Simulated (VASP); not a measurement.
A run of VASP 6.6.1 is set up as follows.

File INCAR:

```
PREC     = Accurate       # precision mode
ENCUT    = 600            # plane-wave cutoff, eV
EDIFF    = 1E-6           # SCF threshold, eV
ISMEAR   = 0              # smearing method
SIGMA    = 0.05           # smearing width, eV
LREAL    = False          # projectors in reciprocal space
LASPH    = True           # aspherical terms in the spheres
NELM     = 100            # most SCF steps
ALGO     = Normal         # electronic algorithm
ISIF     = 4              # what is computed and relaxed
LWAVE    = False          # write WAVECAR
LCHARG   = False          # write CHGCAR
GGA      = PS             # functional
IBRION   = 2              # ionic algorithm
NSW      = 60             # ionic steps
EDIFFG   = -0.01          # ionic threshold
```

File KPOINTS:

```
regular mesh
0
Gamma
  12 12 12
```

The input POSCAR:

```
HfC2
1.0
   -1.6813371460      1.6813371460      2.9533998191
    1.6813371460     -1.6813371460      2.9533998191
    1.6813371460      1.6813371460     -2.9533998191
Hf C
1 2
Direct
    0.0000000000      0.0000000000      0.0000000000
    0.3858590675      0.3858590675      0.0000000000
    0.6141409325      0.6141409325      0.0000000000
```

Potentials or basis: VASP PAW PBE potentials, release 64 (Hf_pv, C).

Run with:

```console
$ cat potpaw_PBE.64/Hf_pv/POTCAR potpaw_PBE.64/C/POTCAR > POTCAR
$ mpirun -np 1 vasp_std > vasp.out
```

**Question.** Predict the band gap on the k mesh.

**Answer.** Zero (band 9 reaches 8.52 eV, above the bottom of band 10 at 4.76 eV).

Final structure:
```cif
data_structure
_symmetry_space_group_name_H-M 'P 1'
_symmetry_Int_Tables_number 1
_cell_length_a 3.7870
_cell_length_b 3.7870
_cell_length_c 3.7870
_cell_angle_alpha 127.199
_cell_angle_beta 127.199
_cell_angle_gamma 77.927
_cell_volume 33.40
loop_
_atom_site_label
_atom_site_type_symbol
_atom_site_fract_x
_atom_site_fract_y
_atom_site_fract_z
_atom_site_occupancy
Hf1 Hf 0.00000 0.00000 0.00000 1
C1 C 0.38597 0.38597 0.00000 1
C2 C 0.61403 0.61403 0.00000 1
```

Caveat: spin-orbit coupling is left out, which moves the levels of the heavy elements.
